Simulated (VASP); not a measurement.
# Li (Im-3m) in VASP: notebook

The runs below take Li through single point, relaxation of cell and atoms, with PBEsol.

All numbers are computed with VASP 6.6.1; they aren't measurements. Logs are shortened: lines on timing, memory, paths and dates and some standing lists are left out, and cuts for length are marked.

## 1. The cell of the first run

The structure is cubic, space group Im-3m (No. 229). Conventional cell: a = 3.432 Å, b = 3.432 Å, c = 3.432 Å, α = 90.00°, β = 90.00°, γ = 90.00°. Within 3.9 Å of Li (site symmetry m-3m) lie 14 Li at 2.97 to 3.43 Å.

## 2. Single point, PBEsol

The input, INCAR:

```
SYSTEM = Li
  PREC = Accurate
  ENCUT = 520
  EDIFF = 1E-7
  ISMEAR = 1
  SIGMA = 0.1
  LREAL = .FALSE.
  LASPH = .TRUE.
  NELM = 80
  ALGO = Normal
  ISIF = 2
  LWAVE = .FALSE.
  LCHARG = .TRUE.
  GGA = PS
  LELF = .TRUE.
  LVHAR = .TRUE.
  NBANDS = 8
```

The input, KPOINTS:

```
regular mesh
0
G
  7 7 7
  0 0 0
```

The input, POSCAR:

```
Li
1.0
   -1.7158053226      1.7158053226      1.7158053226
    1.7158053226     -1.7158053226      1.7158053226
    1.7158053226      1.7158053226     -1.7158053226
Li
1
Direct
    0.0000000000      0.0000000000      0.0000000000
```

Potentials or basis: VASP PAW PBE potentials, release 64 (Li_sv).

Command:

```bash
> cat potpaw_PBE.64/Li_sv/POTCAR > POTCAR
> mpirun -np 1 vasp_std > vasp.out
```

OUTCAR:

```text
SYSTEM = Li
   PREC = Accurate
   ENCUT = 520
   EDIFF = 1E-7
   ISMEAR = 1
   LREAL = .FALSE.
   LASPH = .TRUE.
   NELM = 80
   ISIF = 2
   GGA = PS

 ion  position               nearest neighbor table
   1  0.000  0.000  0.000-

  LATTYP: Found a body centered cubic cell.
 ALAT       =     3.4316106452

  Lattice vectors:

 A1 = (  -1.7158053226,   1.7158053226,   1.7158053226)
 A2 = (   1.7158053226,  -1.7158053226,   1.7158053226)
 A3 = (   1.7158053226,   1.7158053226,  -1.7158053226)

Analysis of symmetry for initial positions (statically):
=====================================================================
 Subroutine PRICEL returns:
 Original cell was already a primitive cell.

 Routine SETGRP: Setting up the symmetry group for a
 body centered cubic supercell.

 Subroutine GETGRP returns: Found 48 space group operations
 (whereof 48 operations were pure point group operations)
 out of a pool of 48 trial point group operations.

The static configuration has the point symmetry O_h .

Analysis of symmetry for dynamics (positions and initial velocities):
=====================================================================
 Subroutine PRICEL returns:
 Original cell was already a primitive cell.

 Routine SETGRP: Setting up the symmetry group for a
 body centered cubic supercell.

 Subroutine GETGRP returns: Found 48 space group operations
 (whereof 48 operations were pure point group operations)
 out of a pool of 48 trial point group operations.

The dynamic configuration has the point symmetry O_h .

 Subroutine INISYM returns: Found 48 space group operations
 (whereof 48 operations are pure point group operations),
 and found     1 'primitive' translations

----------------------------------------------------------------------------------------

                                     Primitive cell

  volume of cell :      20.2052

  direct lattice vectors                    reciprocal lattice vectors
    -1.715805323  1.715805323  1.715805323     0.000000000  0.291408351  0.291408351
     1.715805323 -1.715805323  1.715805323     0.291408351  0.000000000  0.291408351
     1.715805323  1.715805323 -1.715805323     0.291408351  0.291408351  0.000000000

  length of vectors
     2.971861995  2.971861995  2.971861995     0.412113642  0.412113642  0.412113642

  position of ions in fractional coordinates (direct lattice)
     0.000000000  0.000000000  0.000000000

[... 71 lines left out ...]
   LREAL  =      F    real-space projection
   EDIFFG = 0.1E-05   stopping-criterion for IOM
   NSW    =      0    number of steps for IOM
   IBRION =     -1    ionic relax: 0-MD 1-quasi-New 2-CG
   NFREE  =      0    steps in history (QN), initial steepest desc. (CG)
   ISIF   =      2    stress and relaxation
   ISYM   =      2    0-nonsym 1-usesym 2-fastsym
   POTIM  = 0.5000    time-step for ionic-motion
   TEBEG  =    0.0;   TEEND  =   0.0 temperature during run
   PSTRESS=    0.0 pullay stress
   NELECT =       3.0000    total number of electrons
   NUPDOWN=      -1.0000    fix difference up-down
   EMIN   =  10.00;   EMAX   =-10.00  energy-range for DOS
   EFERMI =   0.00;   METHOD = LEGACY
   ISMEAR =     1;   SIGMA  =   0.10  broadening in eV -4-tet -1-fermi 0-gaus
   EFERMI_NEDOS =   21; number of points for ismear=-14 and -15
   IALGO  =     38    algorithm
   IMIX   =      4    mixing-type and parameters
     AMIX     =   0.40;   BMIX     =  1.00
     AMIX_MAG =   1.60;   BMIX_MAG =  1.00
  volume/ion in A,a.u.               =      20.21       136.35
  Fermi-wavevector in a.u.,A,eV,Ry     =   0.866883  1.638172 10.224594  0.751486
  Thomas-Fermi vector in A             =   1.985337
   LORBIT       =      0    0 simple, 1 ext, 2 COOP (PROOUT), +10 PAW based schemes
   GGA     = PS    functional components
   LHFCALC =     F    Hartree Fock is set to
   AEXX    =    0.0000 exact exchange contribution
   IVDW    =     0    specifies the selected vdW correction
   LEPSILON=     F    determine dielectric tensor
   LRPA    =     F    only Hartree local field effects (RPA)
 non-spin polarized calculation
 Methfessel and Paxton  Order N= 1 SIGMA  =   0.10
  energy-cutoff  :      520.00
  volume of cell :       20.21
 maximum number of plane-waves:       559
 NGX is ok and might be reduce to    24
   NGX = 11   NGY = 11   NGZ = 11

 number of electron       3.0000001 magnetization

 Free energy of the ion-electron system (eV)
  ---------------------------------------------------
  ext. energy  EPLUGINS =         0.00000000
  ---------------------------------------------------
  free energy    TOTEN  =        -1.96672478 eV

  energy without entropy =       -1.96566968  energy(sigma->0) =       -1.96637308

 E-fermi :   0.6239     XC(G=0):  -7.0254

 val. band max:        0.5887121563   @ k =  -0.2857   0.4286   0.1429
 cond. band min:       0.8250659024   @ k =  -0.4286   0.4286   0.1429
 fundamental gap:      0.2363537461
 Fermi energy:         0.6238800058

 k-point     1 :       0.0000    0.0000    0.0000
  band No.  band energies     occupation
      1     -45.2703      2.00000
      2      -2.9233      2.00000
      3      15.2991      0.00000
      4      15.2991      0.00000
      5      15.2991      0.00000
      6      20.0322      0.00000
      7      20.0322      0.00000
      8      20.0322      0.00000
[... 199 lines left out ...]
 k-point    20 :      -0.4286    0.4286    0.4286
  band No.  band energies     occupation
      1     -45.2365      2.00000
      2       4.3104      0.00000
      3       6.4223      0.00000
      4       6.4223      0.00000
      5       8.6757      0.00000
      6      10.6022      0.00000
      7      14.4379      0.00000
      8      27.3099      0.00000

------------------------ aborting loop because EDIFF is reached ----------------------------------------

  FORCE on cell =-STRESS in cart. coord.  units (eV):
  Direction    XX          YY          ZZ          XY          YZ          ZX
  --------------------------------------------------------------------------------------
  -------------------------------------------------------------------------------------
  Total       -0.0064417     -0.0064417     -0.0064417      0.0000000     -0.0000000     -0.0000000
  in kB       -0.5107959     -0.5107959     -0.5107959      0.0000000     -0.0000000     -0.0000000
  external PRESSURE =      -0.5107959 kB  Pullay stress =       0.0000000 kB

 VOLUME and BASIS-vectors are now :
 -----------------------------------------------------------------------------
  energy-cutoff  :      520.00
  volume of cell :       20.21
      direct lattice vectors                 reciprocal lattice vectors
    -1.715805323  1.715805323  1.715805323     0.000000000  0.291408351  0.291408351
     1.715805323 -1.715805323  1.715805323     0.291408351  0.000000000  0.291408351
     1.715805323  1.715805323 -1.715805323     0.291408351  0.291408351  0.000000000

 POSITION                                       TOTAL-FORCE (eV/Angst)
 -----------------------------------------------------------------------------------
      0.00000      0.00000      0.00000         0.000000      0.000000     -0.000000
 -----------------------------------------------------------------------------------
    total drift:                                0.000000      0.000000     -0.000000

  FREE ENERGIE OF THE ION-ELECTRON SYSTEM (eV)
  ---------------------------------------------------
  free  energy   TOTEN  =        -1.9667247777 eV

  energy  without entropy=       -1.9656696798  energy(sigma->0) =       -1.96637308
```

OSZICAR:

```text
N       E                     dE             d eps       ncg     rms          rms(c)
DAV:   1     0.369133007355E-01    0.36913E-01   -0.68222E+02   320   0.253E+02
DAV:   2    -0.195049402959E+01   -0.19874E+01   -0.19316E+01   472   0.360E+01
DAV:   3    -0.196875116576E+01   -0.18257E-01   -0.18257E-01   352   0.293E+00
DAV:   4    -0.196901550076E+01   -0.26434E-03   -0.26434E-03   520   0.294E-01
DAV:   5    -0.196901569707E+01   -0.19631E-06   -0.19629E-06   360   0.884E-03    0.330E-01
DAV:   6    -0.196739367937E+01    0.16220E-02   -0.63345E-04   440   0.110E-01    0.184E-01
DAV:   7    -0.196671147810E+01    0.68220E-03   -0.14578E-03   424   0.177E-01    0.294E-02
DAV:   8    -0.196672877134E+01   -0.17293E-04   -0.17275E-04   352   0.693E-02    0.309E-03
DAV:   9    -0.196672596833E+01    0.28030E-05   -0.29086E-06   400   0.102E-02    0.743E-04
DAV:  10    -0.196672499985E+01    0.96848E-06   -0.15960E-07   384   0.184E-03    0.107E-04
DAV:  11    -0.196672480018E+01    0.19967E-06   -0.18732E-09   176   0.437E-04    0.438E-05
DAV:  12    -0.196672477769E+01    0.22490E-07   -0.25075E-10   160   0.150E-04
   1 F= -.19667248E+01 E0= -.19663731E+01  d E =-.105510E-02
```

stdout:

```text
POSCAR found type information on POSCAR Li
 POSCAR found :  1 types and       1 ions
 scaLAPACK will be used
 -----------------------------------------------------------------------------
|                                                                             |
|                                                                             |
|     You enforced a specific xc type in the INCAR file but a different       |
|     I HOPE YOU KNOW WHAT YOU ARE DOING!                                     |
|                                                                             |
 -----------------------------------------------------------------------------

 LDA part: xc-table for (Slater+PW92), standard interpolation
 POSCAR, INCAR and KPOINTS ok, starting setup
 FFT: planning ... GRIDC
 FFT: planning ... GRID_SOFT
 FFT: planning ... GRID
 WAVECAR not read
 entering main loop
```

Wall time 5.4 s (1 thread of Intel Xeon 8259CL, shared host); peak memory 0.13 GiB.

Results:

```yaml
Free_energy: -1.9667 eV
Band_gap_on_the_k_mesh: zero (an odd number of electrons rules out a gap without spin polarisation)
```

Levels at points of the mesh, in eV from the Fermi level:
```tsv
k point	band 1	band 2	band 3	band 4	band 5
(0.00, 0.00, 0.00)	-45.89	-3.55	14.68	14.68	14.68
```

Caveat: the k points lie up to 0.37 Å⁻¹ apart, too coarse for converged energies and pressures of a metal; the cutoff is under 1.25 times the usual one of these potentials, so pressure, stress and relaxed cells hold a basis-set (Pulay) error; the PAW data sets were made with another functional, which shifts forces and pressure a little.

[end of part 1 of 2]
